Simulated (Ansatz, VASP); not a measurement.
# Ag in VASP and in Ansatz

```
Ag
1.0
     3.04720    0.00000    0.00000
    -1.52360    2.63895    0.00000
     0.00000    0.00000    4.40680
Ag
2
Direct
  0.33333 0.66667 0.25000
  0.66667 0.33333 0.75000
```

Change from the starting cell: strain +0.040 along x and y, -0.080 along z, atoms carried along.

Alike in both runs: task single point; functional r2SCAN; k mesh 18 × 18 × 10; occupations gaussian, width 0.15 eV; no spin polarisation.

|  | VASP | Ansatz |
| --- | --- | --- |
| version | VASP 6.6.1 | Ansatz 0.2.0 |
| potentials or method | VASP PAW PBE potentials, release 64 (Ag), cutoff 520 eV | scalar-relativistic, plane waves, PAW |
| valence electrons in the cell | 22 | 38 |

```tsv
	VASP	Ansatz	Ansatz less VASP
gap on the k mesh at the Fermi level (eV)	none	none	-
pressure (GPa)	-0.4	-0.5	-0.13
traceless stress, the component that is largest in VASP (GPa)	6.17	6.07	-0.099
```

VASP's potentials were made for PBE, not for r2SCAN. A gap of «none» marks a metal or a gap that the smearing closes. VASP's potentials hold 22 valence electrons a cell and Ansatz's 38, so a difference there can come from the potentials and not from the codes.
